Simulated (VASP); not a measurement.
# Pt (Pm-3m) in VASP: notebook

Runs on Pt. Level: PBE. Tasks: single point.

All numbers are computed with VASP 6.6.1; they aren't measurements. Logs are shortened: lines on timing, memory, paths and dates and some standing lists are left out, and cuts for length are marked.

## 1. The cell of the first run

The structure is cubic, space group Pm-3m (No. 221). Conventional cell: a = 2.625 Å, b = 2.625 Å, c = 2.625 Å, α = 90.00°, β = 90.00°, γ = 90.00°. Within 3.5 Å of Pt (site symmetry m-3m) lie 6 Pt at 2.62 Å.

## 2. Single point, PBE, collinear spin, ferromagnetic start

INCAR reads:

```
ALGO = Normal ; EDIFF = 1E-6
ENCUT = 520 ; GGA = PE
ISIF = 2 ; ISMEAR = -1
ISPIN = 2 ; LASPH = T
LCHARG = T ; LELF = T
LMAXMIX = 4 ; LORBIT = 11
LREAL = F ; LVHAR = T
LWAVE = F ; MAGMOM = 1
NBANDS = 15 ; NELM = 150
PREC = Accurate ; SIGMA = 0.05
```

KPOINTS reads:

```
k-points
0
Gamma
  12 12 12
```

POSCAR reads:

```
Pt
1.0
    2.6246004218      0.0000000000      0.0000000000
    0.0000000000      2.6246004218      0.0000000000
    0.0000000000      0.0000000000      2.6246004218
Pt
1
Direct
    0.0000000000      0.0000000000      0.0000000000
```

Potentials or basis: VASP PAW PBE potentials, release 64 (Pt).

Launch:

```
$ cat potpaw_PBE.64/Pt/POTCAR > POTCAR
$ mpirun -np 1 vasp_std > vasp.out
```

OUTCAR:

```text
EDIFF = 1E-6
   ENCUT = 520
   GGA = PE
   ISIF = 2
   ISMEAR = -1
   ISPIN = 2
   LASPH = T
   LORBIT = 11
   LREAL = F
   NELM = 150
   PREC = Accurate

 ion  position               nearest neighbor table
   1  0.000  0.000  0.000-

  LATTYP: Found a simple cubic cell.
 ALAT       =     2.6246004218

  Lattice vectors:

 A1 = (   2.6246004218,   0.0000000000,   0.0000000000)
 A2 = (   0.0000000000,   2.6246004218,   0.0000000000)
 A3 = (   0.0000000000,   0.0000000000,   2.6246004218)

Analysis of symmetry for initial positions (statically):
=====================================================================
 Subroutine PRICEL returns:
 Original cell was already a primitive cell.

 Routine SETGRP: Setting up the symmetry group for a
 simple cubic supercell.

 Subroutine GETGRP returns: Found 48 space group operations
 (whereof 48 operations were pure point group operations)
 out of a pool of 48 trial point group operations.

The static configuration has the point symmetry O_h .

Analysis of symmetry for dynamics (positions and initial velocities):
=====================================================================
 Subroutine PRICEL returns:
 Original cell was already a primitive cell.

 Routine SETGRP: Setting up the symmetry group for a
 simple cubic supercell.

 Subroutine GETGRP returns: Found 48 space group operations
 (whereof 48 operations were pure point group operations)
 out of a pool of 48 trial point group operations.

The dynamic configuration has the point symmetry O_h .

Analysis of structural, dynamic, and magnetic symmetry:
=====================================================================
 Subroutine PRICEL returns:
 Original cell was already a primitive cell.

 Routine SETGRP: Setting up the symmetry group for a
 simple cubic supercell.

 Subroutine GETGRP returns: Found 48 space group operations
 (whereof 48 operations were pure point group operations)
 out of a pool of 48 trial point group operations.

The overall configuration has the point symmetry O_h .

 Subroutine INISYM returns: Found 48 space group operations
 (whereof 48 operations are pure point group operations),
 and found     1 'primitive' translations

----------------------------------------------------------------------------------------

                                     Primitive cell

  volume of cell :      18.0796

  direct lattice vectors                    reciprocal lattice vectors
     2.624600422  0.000000000  0.000000000     0.381010378  0.000000000  0.000000000
     0.000000000  2.624600422  0.000000000     0.000000000  0.381010378  0.000000000
     0.000000000  0.000000000  2.624600422     0.000000000  0.000000000  0.381010378

  length of vectors
     2.624600422  2.624600422  2.624600422     0.381010378  0.381010378  0.381010378

  position of ions in fractional coordinates (direct lattice)
     0.000000000  0.000000000  0.000000000

  ion indices of the primitive-cell ions
   primitive index   ion index
                 1           1

----------------------------------------------------------------------------------------

 KPOINTS: k-points

Automatic generation of k-mesh.
 Grid dimensions read from file:
 generate k-points for:   12   12   12

 Generating k-lattice:

  Cartesian coordinates                     Fractional coordinates (reciprocal lattice)
     0.031750865  0.000000000  0.000000000     0.083333333  0.000000000  0.000000000
     0.000000000  0.031750865  0.000000000     0.000000000  0.083333333  0.000000000
     0.000000000  0.000000000  0.031750865     0.000000000  0.000000000  0.083333333

  Length of vectors
     0.031750865  0.031750865  0.031750865

  Shift w.r.t. Gamma in fractional coordinates (k-lattice)
     0.000000000  0.000000000  0.000000000

 Subroutine IBZKPT returns following result:
 ===========================================

 Found     84 irreducible k-points:

 Following reciprocal coordinates:
            Coordinates               Weight
  0.000000  0.000000  0.000000      1.000000
  0.083333  0.000000  0.000000      6.000000
  0.166667  0.000000  0.000000      6.000000
  0.250000  0.000000  0.000000      6.000000
  0.333333  0.000000  0.000000      6.000000
  0.416667  0.000000  0.000000      6.000000
[... 16 lines left out ...]
  0.333333  0.333333  0.000000     12.000000
  0.416667  0.333333  0.000000     24.000000
 [... further k-points ...]
   k-points           NKPTS =     84   k-points in BZ     NKDIM =     84   number of bands    NBANDS=     15
   number of dos      NEDOS =    301   number of ions     NIONS =      1
   total plane-waves  NPLWV =   8000
   dimension x,y,z NGX =    20 NGY =   20 NGZ =   20
   dimension x,y,z NGXF=    40 NGYF=   40 NGZF=   40
   ions per type =               1
   NGX,Y,Z   is equivalent  to a cutoff of  12.67, 12.67, 12.67 a.u.
   NGXF,Y,Z  is equivalent  to a cutoff of  25.34, 25.34, 25.34 a.u.
 SYSTEM =  unknown system
   PREC   = accura    normal or accurate (medium, high low for compatibility)
   ISTART =      0    job   : 0-new  1-cont  2-samecut
   ICHARG =      2    charge: 1-file 2-atom 10-const
   ISPIN  =      2    spin polarized calculation?
   LNONCOLLINEAR =      F non collinear calculations
   LSORBIT =      F    spin-orbit coupling
   LASPH  =      T    aspherical Exc in radial PAW
   ENCUT  =  520.0 eV  38.22 Ry    6.18 a.u.   4.88  4.88  4.88*2*pi/ulx,y,z
   NELM   =    150;   NELMIN=  2; NELMDL= -5     # of ELM steps
   EDIFF  = 0.1E-05   stopping-criterion for ELM
   LREAL  =      F    real-space projection
   EDIFFG = 0.1E-04   stopping-criterion for IOM
   NSW    =      0    number of steps for IOM
   IBRION =     -1    ionic relax: 0-MD 1-quasi-New 2-CG
   NFREE  =      0    steps in history (QN), initial steepest desc. (CG)
   ISIF   =      2    stress and relaxation
   ISYM   =      2    0-nonsym 1-usesym 2-fastsym
   POTIM  = 0.5000    time-step for ionic-motion
   TEBEG  =    0.0;   TEEND  =   0.0 temperature during run
   PSTRESS=    0.0 pullay stress
   NELECT =      10.0000    total number of electrons
   NUPDOWN=      -1.0000    fix difference up-down
   EMIN   =  10.00;   EMAX   =-10.00  energy-range for DOS
   EFERMI =   0.00;   METHOD = LEGACY
   ISMEAR =    -1;   SIGMA  =   0.05  broadening in eV -4-tet -1-fermi 0-gaus
   EFERMI_NEDOS =   21; number of points for ismear=-14 and -15
   IALGO  =     38    algorithm
   IMIX   =      4    mixing-type and parameters
     AMIX     =   0.40;   BMIX     =  1.00
     AMIX_MAG =   1.60;   BMIX_MAG =  1.00
  volume/ion in A,a.u.               =      18.08       122.01
  Fermi-wavevector in a.u.,A,eV,Ry     =   1.343832  2.539474 24.570549  1.805884
  Thomas-Fermi vector in A             =   2.471874
   LORBIT       =     11    0 simple, 1 ext, 2 COOP (PROOUT), +10 PAW based schemes
   GGA     = PE    functional components
   LHFCALC =     F    Hartree Fock is set to
   AEXX    =    0.0000 exact exchange contribution
   IVDW    =     0    specifies the selected vdW correction
   LEPSILON=     F    determine dielectric tensor
   LRPA    =     F    only Hartree local field effects (RPA)
 spin polarized calculation
  energy-cutoff  :      520.00
  volume of cell :       18.08
 maximum number of plane-waves:       500
 NGX is ok and might be reduce to    20
   NGX =  9   NGY =  9   NGZ =  9

 number of electron      10.0000002 magnetization       0.0008219

 number of electron      10.0000002 magnetization      -0.0005974

 Free energy of the ion-electron system (eV)
  ---------------------------------------------------
  ext. energy  EPLUGINS =         0.00000000
  ---------------------------------------------------
  free energy    TOTEN  =        -5.65718075 eV

  energy without entropy =       -5.64628785  energy(sigma->0) =       -5.65173430

 E-fermi :   8.1249     XC(G=0): -12.2687

 val. band max:        8.1206747220   @ k =   0.5000   0.1667   0.0000
 cond. band min:       8.1383555476   @ k =   0.4167   0.0833   0.0833
 fundamental gap:      0.0176808256
 Fermi energy:         8.1248672799

 spin component 1

 k-point     1 :       0.0000    0.0000    0.0000
  band No.  band energies     occupation
      1      -0.1851      1.00000
      2       2.5749      1.00000
      3       2.5749      1.00000
      4       8.4636      0.00114
      5       8.4636      0.00114
      6       8.4636      0.00114
      7      23.3511      0.00000
      8      23.3511      0.00000
      9      23.3511      0.00000
     10      29.0423      0.00000
     11      31.7401      0.00000
     12      31.7401      0.00000
     13      35.6651      0.00000
     14      35.6651      0.00000
     15      35.6651      0.00000

 k-point     2 :       0.0833    0.0000    0.0000
  band No.  band energies     occupation
      1       0.0090      1.00000
      2       2.6107      1.00000
      3       2.7489      1.00000
      4       8.2905      0.03512
      5       8.2905      0.03512
      6       8.4772      0.00087
      7      22.0530      0.00000
      8      23.6967      0.00000
      9      23.6967      0.00000
     10      29.7931      0.00000
     11      30.6286      0.00000
     12      32.5593      0.00000
     13      35.8526      0.00000
     14      35.8526      0.00000
     15      36.8348      0.00000
[... 365 lines left out ...]
      3       6.6893      1.00000
      4       7.0065      1.00000
      5       7.1278      1.00000
      6       7.9123      0.98597
      7      16.4776      0.00000
      8      19.4139      0.00000
      9      25.3128      0.00000
     10      29.8433      0.00000
     11      31.4956      0.00000
     12      31.8477      0.00000
     13      35.6664      0.00000
     14      39.0929      0.00000
     15      39.2530      0.00000

 k-point    24 :       0.4167    0.3333    0.0000
  band No.  band energies     occupation
      1       3.0772      1.00000
      2       3.3746      1.00000
      3       6.7414      1.00000
      4       7.1375      1.00000
      5       7.1705      1.00000
      6       9.7629      0.00000
      7      14.6298      0.00000
      8      19.9931      0.00000
      9      23.8175      0.00000
     10      28.8597      0.00000
     11      31.7186      0.00000
     12      32.0367      0.00000
     13      35.7282      0.00000
     14      37.6763      0.00000
     15      41.5551      0.00000

 [... further k-points ...]

 spin component 2

 k-point     1 :       0.0000    0.0000    0.0000
  band No.  band energies     occupation
      1      -0.1853      1.00000
      2       2.5747      1.00000
      3       2.5747      1.00000
      4       8.4637      0.00114
      5       8.4637      0.00114
      6       8.4637      0.00114
      7      23.3511      0.00000
      8      23.3511      0.00000
      9      23.3511      0.00000
     10      29.0417      0.00000
     11      31.7400      0.00000
     12      31.7400      0.00000
     13      35.6650      0.00000
     14      35.6650      0.00000
     15      35.6650      0.00000

 k-point     2 :       0.0833    0.0000    0.0000
  band No.  band energies     occupation
      1       0.0089      1.00000
      2       2.6106      1.00000
      3       2.7487      1.00000
      4       8.2906      0.03507
      5       8.2906      0.03507
      6       8.4772      0.00087
      7      22.0530      0.00000
      8      23.6967      0.00000
      9      23.6967      0.00000
     10      29.7926      0.00000
     11      30.6284      0.00000
     12      32.5591      0.00000
     13      35.8525      0.00000
     14      35.8525      0.00000
     15      36.8347      0.00000
[... 365 lines left out ...]
      3       6.6892      1.00000
      4       7.0065      1.00000
      5       7.1278      1.00000
      6       7.9122      0.98599
      7      16.4775      0.00000
      8      19.4137      0.00000
      9      25.3126      0.00000
     10      29.8431      0.00000
     11      31.4956      0.00000
     12      31.8475      0.00000
     13      35.6665      0.00000
     14      39.0926      0.00000
     15      39.2528      0.00000

 k-point    24 :       0.4167    0.3333    0.0000
  band No.  band energies     occupation
      1       3.0772      1.00000
      2       3.3744      1.00000
      3       6.7414      1.00000
      4       7.1375      1.00000
      5       7.1704      1.00000
      6       9.7628      0.00000
      7      14.6298      0.00000
      8      19.9931      0.00000
      9      23.8173      0.00000
     10      28.8595      0.00000
     11      31.7184      0.00000
     12      32.0366      0.00000
     13      35.7283      0.00000
     14      37.6760      0.00000
     15      41.5504      0.00000

 [... further k-points ...]
[... 5 lines left out ...]
  --------------------------------------------------------------------------------------
  -------------------------------------------------------------------------------------
  Total       -0.0598589     -0.0598589     -0.0598589      0.0000000      0.0000000     -0.0000000
  in kB       -5.3045626     -5.3045626     -5.3045626      0.0000000      0.0000000     -0.0000000
  external PRESSURE =      -5.3045626 kB  Pullay stress =       0.0000000 kB

 VOLUME and BASIS-vectors are now :
 -----------------------------------------------------------------------------
  energy-cutoff  :      520.00
  volume of cell :       18.08
      direct lattice vectors                 reciprocal lattice vectors
     2.624600422  0.000000000  0.000000000     0.381010378  0.000000000  0.000000000
     0.000000000  2.624600422  0.000000000     0.000000000  0.381010378  0.000000000
     0.000000000  0.000000000  2.624600422     0.000000000  0.000000000  0.381010378

 POSITION                                       TOTAL-FORCE (eV/Angst)
 -----------------------------------------------------------------------------------
      0.00000      0.00000      0.00000         0.000000      0.000000      0.000000
 -----------------------------------------------------------------------------------
    total drift:                                0.000000      0.000000      0.000000

  FREE ENERGIE OF THE ION-ELECTRON SYSTEM (eV)
  ---------------------------------------------------
  free  energy   TOTEN  =        -5.6571807529 eV

  energy  without entropy=       -5.6462878455  energy(sigma->0) =       -5.65173430

 total charge

# of ion       s       p       d       tot
------------------------------------------
    1        0.711   0.458   8.036   9.205

 magnetization (x)

# of ion       s       p       d       tot
------------------------------------------
    1       -0.000  -0.000   0.000   0.000
```

It took 21 s on 1 thread of Intel Xeon Platinum 8488C (Sapphire Rapids), shared host; peak memory 0.15 GiB.

Results:

| Property | Result |
| --- | --- |
| Free energy | -5.6572 eV |
| Pressure | -0.5 GPa |
| Band gap on the k mesh | zero (filled and empty bands overlap) |
| Net moment | 0.00 μB per cell |
| Valence electrons inside the program's atomic spheres | Pt 9.21 |

Caveat: spin-orbit coupling is left out, which moves the levels of the heavy elements.

[end of part 1 of 3]
